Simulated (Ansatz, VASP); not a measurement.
# Two plane-wave programs on H4Os

INCAR

```
PREC     = Accurate       # precision mode
ENCUT    = 600            # plane-wave cutoff, eV
EDIFF    = 1E-6           # SCF threshold, eV
ISMEAR   = 0              # smearing method
SIGMA    = 0.1            # smearing width, eV
LREAL    = F              # projectors in reciprocal space
LASPH    = T              # aspherical terms in the spheres
NELM     = 80             # most SCF steps
ALGO     = Normal         # electronic algorithm
ISIF     = 3              # what is computed and relaxed
LWAVE    = F              # write WAVECAR
LCHARG   = F              # write CHGCAR
GGA      = PE             # functional
IBRION   = 2              # ionic algorithm
NSW      = 90             # ionic steps
EDIFFG   = -0.04          # ionic threshold
```

File KPOINTS:

```
regular mesh
0
Gamma
  4 4 4
```

File POSCAR:

```
H4Os
1.0
    4.1303648600     -4.1303648600      0.0000000000
    4.1303648600      4.1303648600      0.0000000000
    0.0000000000      0.0000000000      3.7967917000
H Os
4 1
Direct
    0.6950000000      0.3050000000      0.0000000000
    0.3050000000      0.6950000000      0.0000000000
    0.8050000000      0.8050000000      0.5000000000
    0.1950000000      0.1950000000      0.5000000000
    0.0000000000      0.0000000000      0.0000000000
```

Input for Ansatz:

```yaml
crystal:
  lattice:
    - [4.13036486, -4.13036486, 0.0]
    - [4.13036486, 4.13036486, 0.0]
    - [0.0, 0.0, 3.7967917]
  atoms:
    - { symbol: H, position: [0.695, 0.305, 0.0] }
    - { symbol: H, position: [0.305, 0.695, 0.0] }
    - { symbol: H, position: [0.805, 0.805, 0.5] }
    - { symbol: H, position: [0.195, 0.195, 0.5] }
    - { symbol: Os, position: [0.0, 0.0, 0.0] }
basis:
  ecutwfc: 420
kpoints:
  mp_grid: { grid: [4, 4, 4] }
hamiltonian:
  xc: pbe
scf:
  occupations: { method: gaussian, width: 0.1 }
  lower_state_search: "off"
output:
  forces: true
  stress: true
  eigenvalues: true
relax:
  adjacent_minimum: "off"
  f_tol: 0.04
  max_steps: 70
  cell: { stress_tol: 0.4 }
```

Change from the starting cell: ordered vacancies on the cation sites of rutile (Cmmm, No. 65).

Alike in both runs: task relaxation of cell and atoms; functional PBE; k mesh 4 × 4 × 4; occupations gaussian, width 0.1 eV; no spin polarisation.

```csv
,VASP,Ansatz
version,VASP 6.6.1,Ansatz 0.2.0
potentials or method,"VASP PAW PBE potentials, release 64 (H, Os), cutoff 600 eV","scalar-relativistic, plane waves, PAW"
valence electrons in the cell,12,20
```

Ansatz gave:

| Property | Result |
| --- | --- |
| gap on the k mesh at the Fermi level, each at its own relaxed structure (eV) | none |
| relaxed volume (Å³/atom) | 6.52 |
| relaxed length of the cell vector where the two differ most in proportion (Å) | 3.653 |

Estimate VASP's values.

gap on the k mesh at the Fermi level, each at its own relaxed structure (eV): none; relaxed volume (Å³/atom): 9.37; relaxed length of the cell vector where the two differ most in proportion (Å): 4.763.

A gap of «none» marks a metal or a gap that the smearing closes. One of these differences is far larger than is usual between the two programs; its cause wasn't traced. VASP's potentials hold 12 valence electrons a cell and Ansatz's 20, so a difference there can come from the potentials and not from the codes.

The k mesh is coarse, so the values compare programs but aren't converged. Neither program's run includes spin-orbit coupling. Noted on VASP's run: the volume moved by over 15 % at a fixed basis, so the end points are rough.
